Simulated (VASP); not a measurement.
# Zr (P1) in VASP: a series of runs

Zr is run at these levels: PBE; tasks: single point.

Program: VASP 6.6.1. These are calculated values, not measurements. Logs are shortened: lines on timing, memory, paths and dates and some standing lists are left out, and cuts for length are marked.

## (1) The cell of the first run

The typed cell holds 4 atoms: a = 6.204 Å, b = 6.204 Å, c = 3.102 Å, α = 109.47°, β = 109.47°, γ = 109.47°.

## (2) Single point, PBE

INCAR reads:

```
PREC = Accurate ; ENCUT = 520
EDIFF = 1E-6 ; ISMEAR = -1
SIGMA = 0.08 ; LREAL = False
LASPH = True ; NELM = 60
ALGO = Normal ; ISIF = 2
LWAVE = False ; LCHARG = False
GGA = PE ; NBANDS = 32
```

KPOINTS reads:

```
Automatic mesh
0
Gamma
  4 4 7
```

POSCAR reads:

```
Zr
1.0
   -3.5816945418      3.5816945418      3.5816945418
    3.5816945418     -3.5816945418      3.5816945418
    1.7908472709      1.7908472709     -1.7908472709
Zr
4
Direct
   -0.0177470466     -0.0119867843     -0.0341489199
   -0.0013425210      0.5022670077     -0.0072465699
    0.5088525777      0.0018340481      0.0305623494
    0.5102369782      0.5078857169      0.0108331404
```

Potentials or basis: VASP PAW PBE potentials, release 64 (Zr_sv).

Started as:

```console
$ cat potpaw_PBE.64/Zr_sv/POTCAR > POTCAR
$ mpirun -np 1 vasp_std > vasp.out
```

OUTCAR:

```text
PREC = Accurate
   ENCUT = 520
   EDIFF = 1E-6
   ISMEAR = -1
   LREAL = False
   LASPH = True
   NELM = 60
   ISIF = 2
   GGA = PE

 ion  position               nearest neighbor table
   1  0.982  0.988  0.966-   4 2.96   3 3.04   2 3.08   2 3.13   3 3.18   4 3.25   3 3.42   4 3.49
                             2 3.54   2 3.62   4 3.67   3 3.74
   2  0.999  0.502  0.993-   3 3.04   4 3.06   1 3.08   1 3.13   4 3.14   3 3.16   4 3.53   1 3.54
                             3 3.55   3 3.62   1 3.62   4 3.64
   3  0.509  0.002  0.031-   1 3.04   2 3.04   4 3.05   4 3.16   2 3.16   1 3.18   1 3.42   2 3.55
                             4 3.56   4 3.60   2 3.62   1 3.74
   4  0.510  0.508  0.011-   1 2.96   3 3.05   2 3.06   2 3.14   3 3.16   1 3.25   1 3.49   2 3.53
                             3 3.56   3 3.60   2 3.64   1 3.67

  LATTYP: Found a trigonal (rhomboedric) cell.
 ALAT       =     5.9395684544
 COS(alpha) =    -0.4545454545

  Lattice vectors:

 A1 = (  -1.7908472709,  -1.7908472709,  -5.3725418127)
 A2 = (  -1.7908472709,   5.3725418127,   1.7908472709)
 A3 = (   5.3725418127,  -1.7908472709,   1.7908472709)

Analysis of symmetry for initial positions (statically):
=====================================================================
 Subroutine PRICEL returns:
 Original cell was already a primitive cell.

 Routine SETGRP: Setting up the symmetry group for a
 trigonal (rhombohedral) supercell.

 Subroutine GETGRP returns: Found  1 space group operations
 (whereof  1 operations were pure point group operations)
 out of a pool of 12 trial point group operations.

The static configuration has the point symmetry C_1 .

Analysis of symmetry for dynamics (positions and initial velocities):
=====================================================================
 Subroutine PRICEL returns:
 Original cell was already a primitive cell.

 Routine SETGRP: Setting up the symmetry group for a
 trigonal (rhombohedral) supercell.

 Subroutine GETGRP returns: Found  1 space group operations
 (whereof  1 operations were pure point group operations)
 out of a pool of 12 trial point group operations.

The dynamic configuration has the point symmetry C_1 .

 Subroutine INISYM returns: Found  1 space group operations
 (whereof  1 operations are pure point group operations),
 and found     1 'primitive' translations
[... 117 lines left out ...]
   LSORBIT =      F    spin-orbit coupling
   LASPH  =      T    aspherical Exc in radial PAW
   ENCUT  =  520.0 eV  38.22 Ry    6.18 a.u.  11.53 11.53  5.77*2*pi/ulx,y,z
   NELM   =     60;   NELMIN=  2; NELMDL= -5     # of ELM steps
   EDIFF  = 0.1E-05   stopping-criterion for ELM
   LREAL  =      F    real-space projection
   EDIFFG = 0.1E-04   stopping-criterion for IOM
   NSW    =      0    number of steps for IOM
   IBRION =     -1    ionic relax: 0-MD 1-quasi-New 2-CG
   NFREE  =      0    steps in history (QN), initial steepest desc. (CG)
   ISIF   =      2    stress and relaxation
   ISYM   =      2    0-nonsym 1-usesym 2-fastsym
   POTIM  = 0.5000    time-step for ionic-motion
   TEBEG  =    0.0;   TEEND  =   0.0 temperature during run
   PSTRESS=    0.0 pullay stress
   NELECT =      48.0000    total number of electrons
   NUPDOWN=      -1.0000    fix difference up-down
   EMIN   =  10.00;   EMAX   =-10.00  energy-range for DOS
   EFERMI =   0.00;   METHOD = LEGACY
   ISMEAR =    -1;   SIGMA  =   0.08  broadening in eV -4-tet -1-fermi 0-gaus
   EFERMI_NEDOS =   21; number of points for ismear=-14 and -15
   IALGO  =     38    algorithm
   IMIX   =      4    mixing-type and parameters
     AMIX     =   0.40;   BMIX     =  1.00
     AMIX_MAG =   1.60;   BMIX_MAG =  1.00
  volume/ion in A,a.u.               =      22.97       155.04
  Fermi-wavevector in a.u.,A,eV,Ry     =   1.318429  2.491469 23.650390  1.738255
  Thomas-Fermi vector in A             =   2.448399
   LORBIT       =      0    0 simple, 1 ext, 2 COOP (PROOUT), +10 PAW based schemes
   GGA     = PE    functional components
   LHFCALC =     F    Hartree Fock is set to
   AEXX    =    0.0000 exact exchange contribution
   IVDW    =     0    specifies the selected vdW correction
   LEPSILON=     F    determine dielectric tensor
   LRPA    =     F    only Hartree local field effects (RPA)
 non-spin polarized calculation
  energy-cutoff  :      520.00
  volume of cell :       91.90
 maximum number of plane-waves:      2492
 NGX is ok and might be reduce to    48
   NGX = 23   NGY = 23   NGZ = 11

 number of electron      48.0000000 magnetization

 Free energy of the ion-electron system (eV)
  ---------------------------------------------------
  ext. energy  EPLUGINS =         0.00000000
  ---------------------------------------------------
  free energy    TOTEN  =       -33.77205481 eV

  energy without entropy =      -33.60437278  energy(sigma->0) =      -33.68821380

 E-fermi :   8.8433     XC(G=0): -11.1332

 val. band max:        8.8409390671   @ k =  -0.2500  -0.2500   0.2857
 cond. band min:       8.8549706597   @ k =   0.5000   0.0000   0.4286
 fundamental gap:      0.0140315926
 Fermi energy:         8.8432882715

 k-point     1 :       0.0000    0.0000    0.0000
  band No.  band energies     occupation
      1     -39.6205      2.00000
      2     -39.4652      2.00000
      3     -39.4562      2.00000
      4     -39.4421      2.00000
      5     -18.1337      2.00000
      6     -18.1209      2.00000
[... 829 lines left out ...]
     31      11.2698      0.00000
     32      11.4146      0.00000

 [... further k-points ...]

------------------------ aborting loop because EDIFF is reached ----------------------------------------

  FORCE on cell =-STRESS in cart. coord.  units (eV):
  Direction    XX          YY          ZZ          XY          YZ          ZX
  --------------------------------------------------------------------------------------
  -------------------------------------------------------------------------------------
  Total        0.2531134      0.0922750      0.2654810     -0.0352724      0.2083629      0.0676921
  in kB        4.4129608      1.6087892      4.6285869     -0.6149637      3.6327489      1.1801920
  external PRESSURE =       3.5501123 kB  Pullay stress =       0.0000000 kB

 VOLUME and BASIS-vectors are now :
 -----------------------------------------------------------------------------
  energy-cutoff  :      520.00
  volume of cell :       91.90
      direct lattice vectors                 reciprocal lattice vectors
    -3.581694542  3.581694542  3.581694542     0.000000000  0.139598727  0.139598727
     3.581694542 -3.581694542  3.581694542     0.139598727  0.000000000  0.139598727
     1.790847271  1.790847271 -1.790847271     0.279197455  0.279197455  0.000000000

 POSITION                                       TOTAL-FORCE (eV/Angst)
 -----------------------------------------------------------------------------------
      1.75032      1.70906      5.32720         0.116776      0.128243      0.269063
     -0.00005      3.55579      3.59798         0.015650      0.078521      0.135858
     -1.76125      1.87072      1.77439         0.127827     -0.092103     -0.160227
      0.01098      0.02782      3.62720        -0.260253     -0.114662     -0.244695
 -----------------------------------------------------------------------------------
    total drift:                               -0.000000      0.000004      0.000004

  FREE ENERGIE OF THE ION-ELECTRON SYSTEM (eV)
  ---------------------------------------------------
  free  energy   TOTEN  =       -33.7720548137 eV

  energy  without entropy=      -33.6043727802  energy(sigma->0) =      -33.68821380
```

Wall time 74 s (1 thread of Intel Xeon 6975P-C (Granite Rapids), shared host); peak memory 0.28 GiB.

What came out:

```
Free energy            : -33.7721 eV
Pressure               : 0.4 GPa
Largest force          : 0.375 eV/Å
Band gap on the k mesh : zero (bands 24 and 25 overlap by 1.48 eV)
```

Forces on the atoms (eV/Å):
```
Zr   0.117  0.128  0.269
Zr   0.016  0.079  0.136
Zr   0.128 -0.092 -0.160
Zr  -0.260 -0.115 -0.245
```

Levels at points of the mesh, in eV from the Fermi level:
| k point | band 21 | band 22 | band 23 | band 24 | band 25 | band 26 | band 27 | band 28 |
| --- | --- | --- | --- | --- | --- | --- | --- | --- |
| (0.00, 0.00, 0.00) | -0.70 | -0.69 | -0.65 | 1.04 | 1.10 | 1.15 | 1.67 | 1.70 |
| (0.50, 0.00, 0.00) | -0.69 | -0.64 | -0.12 | -0.03 | 0.07 | 0.19 | 0.31 | 0.85 |
| (0.00, 0.50, 0.00) | -0.74 | -0.61 | -0.06 | 0.06 | 0.10 | 0.25 | 0.29 | 0.66 |
| (0.50, 0.50, 0.00) | -0.80 | -0.60 | -0.17 | -0.01 | 0.18 | 0.32 | 0.41 | 0.55 |

## (3) Single point, PBE

INCAR reads:

```
SYSTEM = Zr
  ALGO = Normal
  EDIFF = 1E-6
  ENCUT = 520
  GGA = PE
  ISIF = 2
  ISMEAR = -1
  LASPH = .TRUE.
  LCHARG = .FALSE.
  LREAL = .FALSE.
  LWAVE = .FALSE.
  NBANDS = 32
  NELM = 80
  PREC = Accurate
  SIGMA = 0.08
```

KPOINTS reads:

```
k-points
0
G
  4 4 7
  0 0 0
```

POSCAR reads:

```
Zr
1.0
   -3.5816945418      3.5816945418      3.5816945418
    3.5816945418     -3.5816945418      3.5816945418
    1.7908472709      1.7908472709     -1.7908472709
Zr
4
Direct
   -0.0340962912     -0.0226426344     -0.0665475509
   -0.0019884443      0.5050070515     -0.0138990077
    0.5168272946      0.0035599071      0.0612732318
    0.5192574292      0.5140756640      0.0191727684
```

Potentials or basis: VASP PAW PBE potentials, release 64 (Zr_sv).

Started as:

```console
$ cat potpaw_PBE.64/Zr_sv/POTCAR > POTCAR
$ mpirun -np 1 vasp_std > vasp.out
```

OUTCAR:

```text
SYSTEM = Zr
   EDIFF = 1E-6
   ENCUT = 520
   GGA = PE
   ISIF = 2
   ISMEAR = -1
   LASPH = .TRUE.
   LREAL = .FALSE.
   NELM = 80
   PREC = Accurate

 ion  position               nearest neighbor table
   1  0.966  0.977  0.933-   4 2.83   3 2.99   2 3.06   2 3.16   3 3.25   3 3.27   4 3.38   4 3.42
                             2 3.51   2 3.66   4 3.76
   2  0.998  0.505  0.986-   3 2.99   4 3.02   1 3.06   1 3.16   4 3.18   3 3.22   4 3.48   1 3.51
                             3 3.52   3 3.66   1 3.66   4 3.68
   3  0.517  0.004  0.061-   1 2.99   2 2.99   4 3.00   4 3.21   2 3.22   1 3.25   1 3.27   2 3.52
                             4 3.54   4 3.63   2 3.66
   4  0.519  0.514  0.019-   1 2.83   3 3.00   2 3.02   2 3.18   3 3.21   1 3.38   1 3.42   2 3.48
                             3 3.54   3 3.63   2 3.68   1 3.76

  LATTYP: Found a trigonal (rhomboedric) cell.
 ALAT       =     5.9395684544
 COS(alpha) =    -0.4545454545

  Lattice vectors:

 A1 = (  -1.7908472709,  -1.7908472709,  -5.3725418127)
 A2 = (  -1.7908472709,   5.3725418127,   1.7908472709)
 A3 = (   5.3725418127,  -1.7908472709,   1.7908472709)

Analysis of symmetry for initial positions (statically):
=====================================================================
 Subroutine PRICEL returns:
 Original cell was already a primitive cell.

[... 200 lines left out ...]
 Fermi energy:         8.8323098168

 k-point     1 :       0.0000    0.0000    0.0000
  band No.  band energies     occupation
      1     -39.6338      2.00000
      2     -39.4804      2.00000
      3     -39.4576      2.00000
      4     -39.4122      2.00000
      5     -18.1975      2.00000
      6     -18.1420      2.00000
[... 829 lines left out ...]
     31      11.1211      0.00000
     32      11.4055      0.00000

 [... further k-points ...]

------------------------ aborting loop because EDIFF is reached ----------------------------------------

  FORCE on cell =-STRESS in cart. coord.  units (eV):
  Direction    XX          YY          ZZ          XY          YZ          ZX
  --------------------------------------------------------------------------------------
  -------------------------------------------------------------------------------------
  Total        0.9490139      0.3590700      0.5961636      0.2262520      0.3931989      0.1694237
  in kB       16.5457911      6.2602843     10.3939456      3.9446397      6.8553130      2.9538540
  external PRESSURE =      11.0666737 kB  Pullay stress =       0.0000000 kB

 VOLUME and BASIS-vectors are now :
 -----------------------------------------------------------------------------
  energy-cutoff  :      520.00
  volume of cell :       91.90
      direct lattice vectors                 reciprocal lattice vectors
    -3.581694542  3.581694542  3.581694542     0.000000000  0.139598727  0.139598727
     3.581694542 -3.581694542  3.581694542     0.139598727  0.000000000  0.139598727
     1.790847271  1.790847271 -1.790847271     0.279197455  0.279197455  0.000000000

 POSITION                                       TOTAL-FORCE (eV/Angst)
 -----------------------------------------------------------------------------------
      1.71269      1.63065      5.28850         0.299818      0.428590      0.658042
      0.00016      3.53175      3.61740        -0.015554      0.167008      0.232087
     -1.72864      1.94810      1.75414         0.248587     -0.342990     -0.316282
      0.01578      0.05290      3.66675        -0.532851     -0.252609     -0.573847
 -----------------------------------------------------------------------------------
    total drift:                                0.000034      0.000229      0.000191

  FREE ENERGIE OF THE ION-ELECTRON SYSTEM (eV)
  ---------------------------------------------------
  free  energy   TOTEN  =       -33.7028102836 eV

  energy  without entropy=      -33.5533222907  energy(sigma->0) =      -33.62806629
```

It took 83 s on 1 thread of Intel Xeon 6975P-C (Granite Rapids), shared host; peak memory 0.29 GiB.

What came out:

- Free energy: -33.7028 eV
- Pressure: 1.1 GPa
- Largest force: 0.841 eV/Å
- Band gap on the k mesh: zero (bands 24 and 25 overlap by 1.26 eV)

Forces in eV/Å, atoms in the order of the input:
```
Zr   0.300  0.429  0.658
Zr  -0.016  0.167  0.232
Zr   0.249 -0.343 -0.316
Zr  -0.533 -0.253 -0.574
```

Levels at points of the mesh, in eV from the Fermi level:
```
           k point  band 22  band 23  band 24  band 25  band 26  band 27
(0.00, 0.00, 0.00)    -0.70    -0.58     0.87     1.03     1.19     1.71
(0.50, 0.00, 0.00)    -0.61    -0.35    -0.16    -0.04     0.28     0.49
(0.00, 0.50, 0.00)    -0.58    -0.17     0.04     0.16     0.19     0.50
(0.50, 0.50, 0.00)    -0.58    -0.37    -0.10     0.28     0.38     0.51
```

[end of part 1 of 2]
